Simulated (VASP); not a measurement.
Set up this calculation in VASP 6.6.1, as the native input.

```yaml
Task: density of states
Functional: PBE
Potentials_or_basis: VASP PAW PBE potentials, release 64 (Be, Tl_d)
Cutoff: 520 eV
k_mesh: 10 × 10 × 10
Occupations: gaussian, width 0.1 eV
Spin: no spin polarisation
Dipole_correction: no
k_mesh_for_the_DOS: 15 × 15 × 15
Occupations_for_the_DOS: tetrahedron
Further_INCAR_settings: ALGO = Normal; EDIFF = 1e-06
```

Crystal: Be7Tl.

```xyz
8
Lattice="0.0000 3.5100 3.5100 3.5100 0.0000 3.5100 3.5100 3.5100 0.0000" Properties=species:S:1:pos:R:3 pbc="T T T"
Be    1.7550    1.7550    0.0000
Be    1.7550    0.0000    1.7550
Be    3.5100    1.7550    1.7550
Be    0.0000    1.7550    1.7550
Be    1.7550    3.5100    1.7550
Be    1.7550    1.7550    3.5100
Be    3.5100    3.5100    3.5100
Tl    0.0000    0.0000    0.0000
```

These files were run (other wordings do the same):

POSCAR

```
Be7Tl
1.0
    0.0000000000      3.5100443454      3.5100443454
    3.5100443454      0.0000000000      3.5100443454
    3.5100443454      3.5100443454      0.0000000000
Be Tl
7 1
Direct
    0.0000000000      0.0000000000      0.5000000000
    0.0000000000      0.5000000000      0.0000000000
    0.0000000000      0.5000000000      0.5000000000
    0.5000000000      0.0000000000      0.0000000000
    0.5000000000      0.0000000000      0.5000000000
    0.5000000000      0.5000000000      0.0000000000
    0.5000000000      0.5000000000      0.5000000000
    0.0000000000      0.0000000000      0.0000000000
```

INCAR.step1

```
PREC = Accurate
ENCUT = 520
EDIFF = 1E-6
ISMEAR = 0
SIGMA = 0.1
LREAL = False
LASPH = True
NELM = 100
ALGO = Normal
ISIF = 2
LWAVE = False
LCHARG = True
GGA = PE
NBANDS = 24
```

KPOINTS.step1

```
regular mesh
0
Gamma
  10 10 10
```

INCAR.step2

```
PREC = Accurate
ENCUT = 520
EDIFF = 1E-6
ISMEAR = -5
SIGMA = 0.1
LREAL = False
LASPH = True
NELM = 100
ALGO = Normal
ISIF = 2
LWAVE = False
LCHARG = False
GGA = PE
LORBIT = 11
NEDOS = 2001
ICHARG = 11
```

KPOINTS.step2

```
regular mesh
0
Gamma
  15 15 15
```

Potentials or basis: VASP PAW PBE potentials, release 64 (Be, Tl_d).

Launch:

```sh
$ cat potpaw_PBE.64/Be/POTCAR potpaw_PBE.64/Tl_d/POTCAR > POTCAR
$ cp INCAR.step1 INCAR
$ cp KPOINTS.step1 KPOINTS
$ mpirun -np 1 vasp_std > vasp.out
$ cp INCAR.step2 INCAR
$ cp KPOINTS.step2 KPOINTS
$ mpirun -np 1 vasp_std > vasp.out
```

It gave:

- Valence electrons inside the program's atomic spheres: Be 0.95, 0.94; Tl 11.76

Caveat: spin-orbit coupling is left out, which moves the levels of the heavy elements.

It took 3.3 min on 1 thread of Intel(R) Xeon(R) Platinum 8488C (Sapphire Rapids) (shared host), peak memory 0.34 GiB.
